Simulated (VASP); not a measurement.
A run of VASP 6.6.1 is set up as follows.

The input INCAR:

```
PREC = Accurate
ENCUT = 910
EDIFF = 1E-6
ISMEAR = -1
SIGMA = 0.05
LREAL = F
LASPH = T
NELM = 120
ALGO = Normal
ISIF = 2
LWAVE = F
LCHARG = F
GGA = PE
NBANDS = 28
GGA_COMPAT = F
```

Contents of KPOINTS:

```
regular mesh
0
Gamma
  4 4 4
```

POSCAR

```
BaTiO3
1.0
    3.9632551181      0.0000000000      0.0000000000
    0.0000000000      3.9632551181      0.0000000000
    0.0000000000      0.0000000000      4.0678796257
Ba Ti O
1 1 3
Direct
    0.0000000000      0.0000000000     -0.0029527571
    0.5000000000      0.5000000000      0.4803517170
    0.5000000000      0.5000000000      0.0291788781
    0.5000000000      0.0000000000      0.5182110810
    0.0000000000      0.5000000000      0.5182110810
```

Potentials or basis: VASP PAW PBE potentials, release 64 (Ba_sv, Ti_sv, O_h).

The run is started by

```bash
$ cat potpaw_PBE.64/Ba_sv/POTCAR potpaw_PBE.64/Ti_sv/POTCAR potpaw_PBE.64/O_h/POTCAR > POTCAR
$ mpirun -np 1 vasp_std > vasp.out
```

(1) Estimate the pressure.

(2) Predict the largest force.

(3) Predict the band gap on the k mesh.

Answers

(1) 6.4 GPa.

(2) 0.039 eV/Å.

(3) 1.82 eV, indirect (least direct gap 2.26 eV).

Caveat: the cutoff is under 1.25 times the usual one of these potentials, so pressure, stress and relaxed cells hold a basis-set (Pulay) error; spin-orbit coupling is left out, which moves the levels of the heavy elements.
